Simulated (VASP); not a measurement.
Here is a VASP 6.6.1 calculation.

The input INCAR:

```
SYSTEM = GaN
PREC = Accurate ; ENCUT = 1330
EDIFF = 1E-7 ; ISMEAR = 0
SIGMA = 0.1 ; LREAL = .FALSE.
LASPH = .TRUE. ; NELM = 120
ALGO = Normal ; ISIF = 3
LWAVE = .FALSE. ; LCHARG = .FALSE.
GGA = PE ; IBRION = 2
NSW = 90 ; EDIFFG = -0.04
GGA_COMPAT = .FALSE. ; NELMIN = 4
```

The input KPOINTS:

```
Automatic mesh
0
G
  6 6 6
  0 0 0
```

Contents of POSCAR:

```
GaN
1.0
    3.3623210400      0.0000000000      0.0000000000
   -1.6811605200      2.9118554400      0.0000000000
    0.0000000000      0.0000000000      2.9622533800
Ga N
1 1
Direct
    0.0000000000      0.0000000000      0.9726910200
    0.0000000000      0.0000000000      0.4169654700
```

Potentials or basis: VASP PAW PBE potentials, release 64 (Ga_d, N_h).

Command:

```sh
$ cat potpaw_PBE.64/Ga_d/POTCAR potpaw_PBE.64/N_h/POTCAR > POTCAR
$ mpirun -np 1 vasp_std > vasp.out
```

(1) Predict the relaxed volume.

(2) Estimate the band gap on the k mesh.

(3) Estimate the space group after relaxing (to 0.1 Å).

(4) Predict the relaxed cell.

Results:

(1) 27.83 Å³/atom.

(2) 0.52 eV (least direct gap 2.09 eV).

(3) P6/mmm (No. 191).

(4) a = 4.360 Å, b = 4.360 Å, c = 3.382 Å, α = 90.00°, β = 90.00°, γ = 120.00°.

Caveat: the volume moved by over 15 % at a fixed basis, so the end points are rough; semilocal functionals underestimate gaps, and a narrow one can read as zero.
